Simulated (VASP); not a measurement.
Pd: single point with r2SCAN

The system is Pd.

```
Pd
1.0
     4.52706    0.00000    0.00000
    -2.26353    3.92055    0.00000
     0.00000    0.00000    2.68348
Pd
3
Direct
  0.00000 0.00000 0.00000
  0.33333 0.66667 0.50000
  0.66667 0.33333 0.50000
```

This isn't the form of Pd at room conditions, which is fcc.

| Item | Value |
| --- | --- |
| Program | VASP 6.6.1 |
| Task | single point |
| Functional | r2SCAN |
| Potentials or basis | VASP PAW PBE potentials, release 64 (Pd) |
| Cutoff | 520 eV |
| k mesh | 9 × 9 × 13 |
| Occupations | fermi-dirac, width 0.05 eV |
| Spin | collinear spin |
| Starting moments | [0.291, 0.241, 0.241] μB |
| Dipole correction | no |
| Further INCAR settings | ALGO = Normal; EDIFF = 1e-06; NBANDS = 26 |

```json
{"Pressure": "-5.6 GPa", "Net moment": "0.85 μB per cell", "Site moments": "Pd +0.30, +0.28 (each value once) μB", "Valence electrons inside the program's atomic spheres": "Pd 9.32, 9.40 (each value once)"}
```

Stress tensor (GPa, compression positive):
```
-5.82  0.00  0.00
 0.00 -5.82  0.00
 0.00  0.00 -5.03
```

Levels at points of the mesh, in eV from the Fermi level:
Spin up:
```tsv
k point	band 12	band 13	band 14	band 15	band 16	band 17	band 18	band 19	band 20	band 21
(0.00, 0.00, 0.00)	-1.66	-1.52	-1.52	-0.09	-0.09	7.51	7.51	7.55	7.55	8.12
```
Spin down:
| k point | band 12 | band 13 | band 14 | band 15 | band 16 | band 17 | band 18 | band 19 |
| --- | --- | --- | --- | --- | --- | --- | --- | --- |
| (0.00, 0.00, 0.00) | -1.44 | -1.26 | -1.26 | 0.19 | 0.19 | 7.61 | 7.61 | 7.64 |

Run time: 12 min on 1 thread of AMD EPYC 9R14 (Zen 4) (shared host), peak memory 0.26 GiB.

Caveat: the cell stands under tension; the PAW data sets were made with another functional, which shifts forces and pressure a little.
